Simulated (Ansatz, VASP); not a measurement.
# AgCl in VASP and in Ansatz

Contents of INCAR:

```
PREC = Accurate ; ENCUT = 520
EDIFF = 1E-6 ; ISMEAR = -1
SIGMA = 0.08 ; LREAL = F
LASPH = T ; NELM = 80
ALGO = Normal ; ISIF = 2
LWAVE = F ; LCHARG = F
GGA = PE ; NBANDS = 16
```

Contents of KPOINTS:

```
Automatic mesh
0
Gamma
  12 12 12
```

The input POSCAR:

```
AgCl
1.0
    0.0000000000      2.7863765232      2.7863765232
    2.7863765232      0.0000000000      2.7863765232
    2.7863765232      2.7863765232      0.0000000000
Ag Cl
1 1
Direct
    0.0000000000      0.0000000000      0.0000000000
    0.5000000000      0.5000000000      0.5000000000
```

Input for Ansatz:

```yaml
crystal:
  lattice:
    - [0.0, 2.7863765232, 2.7863765232]
    - [2.7863765232, 0.0, 2.7863765232]
    - [2.7863765232, 2.7863765232, 0.0]
  atoms:
    - { symbol: Ag, position: [0.0, 0.0, 0.0] }
    - { symbol: Cl, position: [0.5, 0.5, 0.5] }
kpoints:
  mp_grid: { grid: [12, 12, 12] }
scf:
  occupations: { method: fermi_dirac, width: 0.08 }
hamiltonian:
  xc: pbe
  pseudopotentials: { kind: all_electron, lapw: { basis_error: 0.0005 } }
output:
  forces: true
  stress: true
  eigenvalues: true
```

Change from the starting cell: volume scaled by 0.98.

Alike in both runs: task single point; functional PBE; k mesh 12 × 12 × 12; occupations fermi-dirac, width 0.08 eV; no spin polarisation.

|  | VASP | Ansatz |
| --- | --- | --- |
| version | VASP 6.6.1 | Ansatz 0.2.0 |
| potentials or method | VASP PAW PBE potentials, release 64 (Ag, Cl), cutoff 520 eV | all-electron LAPW, scalar-relativistic |

VASP gave:

| Quantity | Value |
| --- | --- |
| pressure (GPa) | 0.8 |

Task: What did Ansatz give for the same quantities?

Result: Pressure (GPa): 0.9.

Ansatz ran all-electron here, and VASP with PAW potentials.
